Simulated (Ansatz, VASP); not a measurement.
Two plane-wave programs on YMgC4N4

```
Y Mg C N
1.0
     6.48666    0.00000    0.00000
     0.00000    6.48666    0.00000
     0.00000    0.00000    6.48666
Y Mg C N
1 1 4 4
Direct
  0.50000 0.50000 0.50000
  0.00000 0.00000 0.00000
  0.19337 0.19337 0.19337
  0.19337 0.80663 0.80663
  0.80663 0.19337 0.80663
  0.80663 0.80663 0.19337
  0.29820 0.29820 0.29820
  0.29820 0.70180 0.70180
  0.70180 0.29820 0.70180
  0.70180 0.70180 0.29820
```

Alike in both runs: functional PBE; k mesh 4 × 4 × 4; occupations gaussian, width 0.1 eV; no spin polarisation.

Ansatz relaxed the structure, and its values are those at the end. VASP's run is a single point on that final structure, the one shown.

|  | VASP | Ansatz |
| --- | --- | --- |
| version | VASP 6.6.1 | Ansatz 0.2.0 |
| potentials or method | VASP PAW PBE potentials, release 64 (Y_sv, Mg_sv, C, N), cutoff 750 eV | scalar-relativistic, plane waves, PAW |
| valence electrons in the cell | 57 | 57 |

Ansatz gave:

- gap on the k mesh at the Fermi level (eV): none
- pressure (GPa): 0.1
- rms of the force components (eV/Å): 0.001

Problem. Which values does VASP return?

Solution. gap on the k mesh at the Fermi level (eV): none; pressure (GPa): 0.2; rms of the force components (eV/Å): 0.175.

A gap of «none» marks a metal or a gap that the smearing closes. One of these differences is far larger than is usual between the two programs; its cause wasn't traced. The functional is the same, so the differences come from potentials, cutoffs and numerics.

Noted on VASP's run: the standard files for N, O and F lose accuracy on very short bonds.
